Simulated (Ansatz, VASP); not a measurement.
# Two plane-wave programs on Ti2O

```
Ti O
1.0
     2.94328    0.02011   -0.04661
    -1.45422    2.53338    0.03888
    -0.07524    0.02903    4.70725
Ti O
2 1
Cartesian
  1.4801 0.8701 1.3130
  -0.0590 1.7030 3.3536
  0.0276 -0.0403 -0.0137
```

Change from the starting cell: kmesh displaced: [8, 8, 4] Gamma-centred.

Alike in both runs: task single point; functional r2SCAN; k mesh 8 × 8 × 4; occupations gaussian, width 0.1 eV; no spin polarisation.

|  | VASP | Ansatz |
| --- | --- | --- |
| version | VASP 6.6.1 | Ansatz 0.2.0 |
| potentials or method | VASP PAW PBE potentials, release 64 (Ti_sv, O), cutoff 660 eV | scalar-relativistic, plane waves, PAW |
| valence electrons in the cell | 30 | 30 |

Ansatz gave:

* gap on the k mesh at the Fermi level (eV): none
* pressure (GPa): 6.9
* traceless stress, the component that is largest in VASP (GPa): 9.22
* rms of the force components (eV/Å): 0.955

Problem. What did VASP give for the same quantities?

Solution. gap on the k mesh at the Fermi level (eV): none; pressure (GPa): 7.7; traceless stress, the component that is largest in VASP (GPa): 9.30; rms of the force components (eV/Å): 0.946.

VASP's potentials were made for PBE, not for r2SCAN. Atom by atom the forces differ by 0.011 eV/Å (rms over components). A gap of «none» marks a metal or a gap that the smearing closes.
